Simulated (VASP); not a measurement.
Wanted: the native input for a VASP 6.6.1 run.

```yaml
Task: single point
Functional: PBE
Potentials_or_basis: VASP PAW PBE potentials, release 64 (Ni)
Cutoff: 520 eV
k_mesh: 20 × 20 × 20
Occupations: gaussian, width 0.1 eV
Spin: collinear spin, ferromagnetic start
Starting_moments: "[0.84] μB"
Dipole_correction: no
Further_INCAR_settings: ALGO = Fast; EDIFF = 1e-06; NBANDS = 15
```

The structure of Ni lies in POSCAR:

```
Ni
1.0
    0.0000000000      1.7592397969      1.7592397969
    1.7592397969      0.0000000000      1.7592397969
    1.7592397969      1.7592397969      0.0000000000
Ni
1
Direct
    0.0000000000      0.0000000000      0.0000000000
```

These files were run (other wordings do the same):

INCAR

```
SYSTEM = Ni
ALGO     = Fast           ! electronic algorithm
EDIFF    = 1E-6           ! SCF threshold, eV
ENCUT    = 520            ! plane-wave cutoff, eV
GGA      = PE             ! functional
ISIF     = 2              ! what is computed and relaxed
ISMEAR   = 0              ! smearing method
ISPIN    = 2              ! spin polarisation
LASPH    = .True.         ! aspherical terms in the spheres
LCHARG   = .False.        ! write CHGCAR
LMAXMIX  = 4              ! l up to which the mixer works
LORBIT   = 11             ! projections on sites
LREAL    = .False.        ! projectors in reciprocal space
LWAVE    = .False.        ! write WAVECAR
MAGMOM   = 0.84           ! initial moments
NBANDS   = 15             ! bands
NELM     = 150            ! most SCF steps
PREC     = Accurate       ! precision mode
SIGMA    = 0.1            ! smearing width, eV
```

KPOINTS

```
k-points
0
Gamma
  20 20 20
  0 0 0
```

Potentials or basis: VASP PAW PBE potentials, release 64 (Ni).

Run with:

```bash
$ cat potpaw_PBE.64/Ni/POTCAR > POTCAR
$ mpirun -np 1 vasp_std > vasp.out
```

Results of the run:

The pressure is -0.1 GPa. The net moment is 0.63 μB per cell. The site moments are Ni +0.64 μB and the valence electrons inside the program's atomic spheres are Ni 9.31.

It took 2.8 min on 1 thread of Intel Xeon 8259CL (shared host), peak memory 0.18 GiB.
